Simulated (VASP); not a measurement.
# MgS (P6_3mc) in VASP: further runs, part 2 of 2

VASP 6.6.1.

### 5 Single point, PBEsol (biaxial strain in the a-b plane: +1.5 %, then relaxed in part)

File INCAR:

```
SYSTEM = MgS
ALGO     = Normal         ! electronic algorithm
EDIFF    = 1E-7           ! SCF threshold, eV
ENCUT    = 520            ! plane-wave cutoff, eV
GGA      = PS             ! functional
ISIF     = 2              ! what is computed and relaxed
ISMEAR   = 0              ! smearing method
LASPH    = .True.         ! aspherical terms in the spheres
LCHARG   = .True.         ! write CHGCAR
LELF     = .True.         ! ELF
LREAL    = .False.        ! projectors in reciprocal space
LVHAR    = .True.       
LWAVE    = .False.        ! write WAVECAR
NBANDS   = 16             ! bands
NELM     = 60             ! most SCF steps
PREC     = Accurate       ! precision mode
SIGMA    = 0.02           ! smearing width, eV
```

File KPOINTS:

```
k-points
0
Gamma
  6 6 4
  0 0 0
```

File POSCAR:

```
MgS
1.0
    4.0892225587      0.0000000000      0.0000000000
   -2.0446112793      3.5413706175      0.0000000000
    0.0000000000      0.0000000000      6.3019120918
Mg S
2 2
Direct
    0.6666666667      0.3333333333      0.4923853559
    0.3333333333      0.6666666667      0.9923853559
    0.3333333333      0.6666666667      0.3826136441
    0.6666666667      0.3333333333      0.8826136441
```

Potentials or basis: VASP PAW PBE potentials, release 64 (Mg, S).

On the command line:

```sh
cat potpaw_PBE.64/Mg/POTCAR potpaw_PBE.64/S/POTCAR > POTCAR
mpirun -np 1 vasp_std > vasp.out
```

OUTCAR:

```text
SYSTEM = MgS
   EDIFF = 1E-7
   ENCUT = 520
   GGA = PS
   ISIF = 2
   ISMEAR = 0
   LASPH = .True.
   LREAL = .False.
   NELM = 60
   PREC = Accurate

 ion  position               nearest neighbor table
   1  0.667  0.333  0.492-   4 2.46   3 2.46   3 2.46   3 2.46
   2  0.333  0.667  0.992-   3 2.46   4 2.46   4 2.46   4 2.46
   3  0.333  0.667  0.383-   2 2.46   1 2.46   1 2.46   1 2.46
   4  0.667  0.333  0.883-   1 2.46   2 2.46   2 2.46   2 2.46

  LATTYP: Found a hexagonal cell.
 ALAT       =     4.0892225587
 C/A-ratio  =     1.5411027405

  Lattice vectors:

 A1 = (   4.0892225587,   0.0000000000,   0.0000000000)
 A2 = (  -2.0446112793,   3.5413706175,   0.0000000000)
 A3 = (   0.0000000000,   0.0000000000,   6.3019120918)

Analysis of symmetry for initial positions (statically):
=====================================================================
 Subroutine PRICEL returns:
 Original cell was already a primitive cell.
[... 169 lines left out ...]

  energy without entropy =      -17.86097200  energy(sigma->0) =      -17.86097200

 E-fermi :   1.3540     XC(G=0):  -8.5444

 val. band max:        1.2190669996   @ k =   0.0000   0.0000   0.0000
 cond. band min:       4.3378882681   @ k =   0.0000   0.0000   0.0000
 fundamental gap:      3.1188212686
 Fermi energy:         1.3540479340

 k-point     1 :       0.0000    0.0000    0.0000
  band No.  band energies     occupation
      1     -10.2917      2.00000
      2      -9.4989      2.00000
      3      -2.1045      2.00000
      4       0.4137      2.00000
      5       0.4137      2.00000
      6       0.8971      2.00000
[... 376 lines left out ...]
      3      -1.7709      2.00000
      4      -1.7709      2.00000
      5      -0.9171      2.00000
      6      -0.9171      2.00000
[... 8 lines left out ...]
     15      10.2606      0.00000
     16      10.2606      0.00000

------------------------ aborting loop because EDIFF is reached ----------------------------------------

  FORCE on cell =-STRESS in cart. coord.  units (eV):
  Direction    XX          YY          ZZ          XY          YZ          ZX
  --------------------------------------------------------------------------------------
  -------------------------------------------------------------------------------------
  Total       -0.7476623     -0.7476623     -0.0525467     -0.0000000      0.0000000      0.0000000
  in kB      -13.1259756    -13.1259756     -0.9225109     -0.0000000      0.0000000      0.0000000
  external PRESSURE =      -9.0581540 kB  Pullay stress =       0.0000000 kB

 VOLUME and BASIS-vectors are now :
 -----------------------------------------------------------------------------
  energy-cutoff  :      520.00
  volume of cell :       91.26
      direct lattice vectors                 reciprocal lattice vectors
     4.089222559  0.000000000  0.000000000     0.244545262  0.141188273  0.000000000
    -2.044611279  3.541370618  0.000000000     0.000000000  0.282376545  0.000000000
     0.000000000  0.000000000  6.301912092     0.000000000  0.000000000  0.158681998

 POSITION                                       TOTAL-FORCE (eV/Angst)
 -----------------------------------------------------------------------------------
      2.04461      1.18046      3.10297        -0.000000     -0.000000      0.000511
     -0.00000      2.36091      6.25393         0.000000      0.000000      0.000511
     -0.00000      2.36091      2.41120        -0.000000      0.000000     -0.000511
      2.04461      1.18046      5.56215        -0.000000     -0.000000     -0.000511
 -----------------------------------------------------------------------------------
    total drift:                               -0.000000      0.000000      0.000499

  FREE ENERGIE OF THE ION-ELECTRON SYSTEM (eV)
  ---------------------------------------------------
  free  energy   TOTEN  =       -17.8609719952 eV

  energy  without entropy=      -17.8609719952  energy(sigma->0) =      -17.86097200
```

Run time: 18 s. Hardware: 1 thread of Intel Xeon 6975P-C (Granite Rapids), shared host; peak memory 0.2 GiB.

What came out:

```
Free energy            : -17.8610 eV
Pressure               : -0.9 GPa
Band gap on the k mesh : 3.12 eV, direct
```

Caveat: the cell differs from its parent crystal (biaxial strain in the a-b plane: +1.5 %, then relaxed in part); the PAW data sets were made with another functional, which shifts forces and pressure a little.

### 6 Single point, PBEsol

This run uses another cell than the first one, of 22.82 Å³/atom, 1.034 times its volume.

File INCAR:

```
PREC = Accurate ; ENCUT = 520
EDIFF = 1E-6 ; ISMEAR = 0
SIGMA = 0.02 ; LREAL = False
LASPH = True ; NELM = 60
ALGO = Normal ; ISIF = 2
LWAVE = False ; LCHARG = False
GGA = PS ; NBANDS = 16
```

File KPOINTS:

```
regular mesh
0
Gamma
  6 6 4
```

POSCAR is that of step 5.

Potentials or basis: VASP PAW PBE potentials, release 64 (Mg, S).

On the command line:

```sh
cat potpaw_PBE.64/Mg/POTCAR potpaw_PBE.64/S/POTCAR > POTCAR
mpirun -np 1 vasp_std > vasp.out
```

OUTCAR:

```text
PREC = Accurate
   ENCUT = 520
   EDIFF = 1E-6
   ISMEAR = 0
   LREAL = False
   LASPH = True
   NELM = 60
   ISIF = 2
   GGA = PS

 ion  position               nearest neighbor table
   1  0.667  0.333  0.492-   4 2.46   3 2.46   3 2.46   3 2.46
   2  0.333  0.667  0.992-   3 2.46   4 2.46   4 2.46   4 2.46
   3  0.333  0.667  0.383-   2 2.46   1 2.46   1 2.46   1 2.46
   4  0.667  0.333  0.883-   1 2.46   2 2.46   2 2.46   2 2.46

  LATTYP: Found a hexagonal cell.
[... 593 lines left out ...]
  FORCE on cell =-STRESS in cart. coord.  units (eV):
  Direction    XX          YY          ZZ          XY          YZ          ZX
  --------------------------------------------------------------------------------------
  -------------------------------------------------------------------------------------
  Total       -0.7467476     -0.7467476     -0.0515287     -0.0000000     -0.0000000      0.0000000
  in kB      -13.1099165    -13.1099165     -0.9046390     -0.0000000     -0.0000000      0.0000000
  external PRESSURE =      -9.0414906 kB  Pullay stress =       0.0000000 kB

 VOLUME and BASIS-vectors are now :
 -----------------------------------------------------------------------------
  energy-cutoff  :      520.00
  volume of cell :       91.26
      direct lattice vectors                 reciprocal lattice vectors
     4.089222559  0.000000000  0.000000000     0.244545262  0.141188273  0.000000000
    -2.044611279  3.541370618  0.000000000     0.000000000  0.282376545  0.000000000
     0.000000000  0.000000000  6.301912092     0.000000000  0.000000000  0.158681998

 POSITION                                       TOTAL-FORCE (eV/Angst)
 -----------------------------------------------------------------------------------
      2.04461      1.18046      3.10297        -0.000000     -0.000000      0.000541
     -0.00000      2.36091      6.25393         0.000000      0.000000      0.000541
     -0.00000      2.36091      2.41120        -0.000000      0.000000     -0.000541
      2.04461      1.18046      5.56215         0.000000      0.000000     -0.000541
 -----------------------------------------------------------------------------------
    total drift:                               -0.000000      0.000000      0.000354

  FREE ENERGIE OF THE ION-ELECTRON SYSTEM (eV)
  ---------------------------------------------------
  free  energy   TOTEN  =       -17.8609720086 eV

  energy  without entropy=      -17.8609720086  energy(sigma->0) =      -17.86097201
```

stdout:

```text
POSCAR found type information on POSCAR MgS
 POSCAR found :  2 types and       4 ions
 scaLAPACK will be used
 -----------------------------------------------------------------------------
|                                                                             |
|                                                                             |
|     You enforced a specific xc type in the INCAR file but a different       |
|     I HOPE YOU KNOW WHAT YOU ARE DOING!                                     |
|                                                                             |
 -----------------------------------------------------------------------------

 LDA part: xc-table for (Slater+PW92), standard interpolation
 POSCAR, INCAR and KPOINTS ok, starting setup
 FFT: planning ... GRIDC
 FFT: planning ... GRID_SOFT
 FFT: planning ... GRID
 WAVECAR not read
 entering main loop
```

Run time: 13 s. Hardware: 1 thread of Intel Xeon 6975P-C (Granite Rapids), shared host; peak memory 0.2 GiB.

What came out:

* Free energy: -17.8610 eV
* Pressure: -0.9 GPa
* Band gap on the k mesh: 3.12 eV, direct

Stress tensor (GPa, compression positive):
```
-1.31  0.00  0.00
 0.00 -1.31  0.00
 0.00  0.00 -0.09
```

Levels at points of the mesh, in eV from the valence-band top:
| k point | band 6 | band 7 | band 8 | band 9 | band 10 | band 11 |
| --- | --- | --- | --- | --- | --- | --- |
| (0.00, 0.00, 0.00) | -0.32 | -0.32 | 0.00 | 3.12 | 4.25 | 7.11 |
| (0.50, 0.00, 0.00) | -1.47 | -1.04 | -0.59 | 4.36 | 5.02 | 5.61 |
| (0.00, 0.00, 0.50) | -0.57 | -0.57 | -0.57 | 4.57 | 4.57 | 7.24 |
| (0.50, 0.00, 0.50) | -1.08 | -0.85 | -0.85 | 4.41 | 4.41 | 6.11 |

Caveat: the PAW data sets were made with another functional, which shifts forces and pressure a little. As with any semilocal functional, this PBEsol gap is likely too small.

### 7 Summary

| cell | gap on the mesh (eV) | pressure (GPa) |
| --- | --- | --- |
| a = 3.968, b = 3.968, c = 6.473 Å, angles 90.0, 90.0, 120.0°, 4 atoms | 3.45 | 1.3 |
| a = 3.968, b = 3.968, c = 6.521 Å, angles 90.0, 90.0, 120.0°, 4 atoms | 3.45 | 0.8 |
| a = 4.029, b = 4.029, c = 6.415 Å, angles 90.0, 90.0, 120.0°, 4 atoms | 3.30 | -0.1 |
| a = 4.089, b = 4.089, c = 6.302 Å, angles 90.0, 90.0, 120.0°, 4 atoms | 3.12 | -0.9 |

Alike in all rows: task single point; level PBEsol; potentials or basis VASP PAW PBE potentials, release 64 (Mg, S); no spin polarisation; k mesh 6 × 6 × 4; cutoff (eV) 520; smearing gaussian 0.02 eV.

Caveats: the PAW data sets were made with another functional, which shifts forces and pressure a little.

Absolute energies hang on the potentials; compare differences alone.
